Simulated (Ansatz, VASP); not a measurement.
Two plane-wave programs on Cu

File INCAR:

```
SYSTEM = Cu
PREC = Accurate
ENCUT = 520
EDIFF = 1E-6
ISMEAR = 0
SIGMA = 0.15
LREAL = .FALSE.
LASPH = .TRUE.
NELM = 100
ALGO = Fast
ISIF = 2
LWAVE = .FALSE.
LCHARG = .TRUE.
GGA = PE
LELF = .TRUE.
LVHAR = .TRUE.
NBANDS = 12
```

KPOINTS

```
Automatic mesh
0
G
  24 24 24
  0 0 0
```

The input POSCAR:

```
Cu
1.0
    0.0000000000      1.8941089999      1.7533767013
    1.8941089999      0.0000000000      1.7533767013
    1.8941089999      1.8941089999      0.0000000000
Cu
1
Direct
    0.0000000000      0.0000000000      0.0000000000
```

Input for Ansatz:

```yaml
crystal:
  lattice:
    - [0.0, 1.8941089999, 1.7533767013]
    - [1.8941089999, 0.0, 1.7533767013]
    - [1.8941089999, 1.8941089999, 0.0]
  atoms:
    - { symbol: Cu, position: [0.0, 0.0, 0.0] }
basis:
  ecutwfc: 520.0
kpoints:
  mp_grid: { grid: [24, 24, 24] }
hamiltonian:
  xc: pbe
  pseudopotentials: { kind: paw, azcp: { folder: soft_1 } }
scf:
  occupations: { method: gaussian, width: 0.15 }
output:
  forces: true
  stress: true
  eigenvalues: true
```

Alike in both runs: task single point; functional PBE; k mesh 24 × 24 × 24; occupations gaussian, width 0.15 eV; no spin polarisation.

```csv
,VASP,Ansatz
version,VASP 6.6.1,Ansatz 0.2.0
potentials or method,"VASP PAW PBE potentials, release 64 (Cu), cutoff 520 eV","scalar-relativistic, plane waves, PAW"
valence electrons in the cell,11,19
```

|  | VASP | Ansatz | Ansatz less VASP |
| --- | --- | --- | --- |
| gap on the k mesh at the Fermi level (eV) | none | none | - |
| pressure (GPa) | -5.6 | -6.3 | -0.67 |
| traceless stress, the component that is largest in VASP (GPa) | 1.79 | 1.80 | +0.009 |

A gap of «none» marks a metal or a gap that the smearing closes. With one functional, cell and mesh, what is left measures potentials, basis and numerics. VASP's potentials hold 11 valence electrons a cell and Ansatz's 19, so a difference there can come from the potentials and not from the codes.
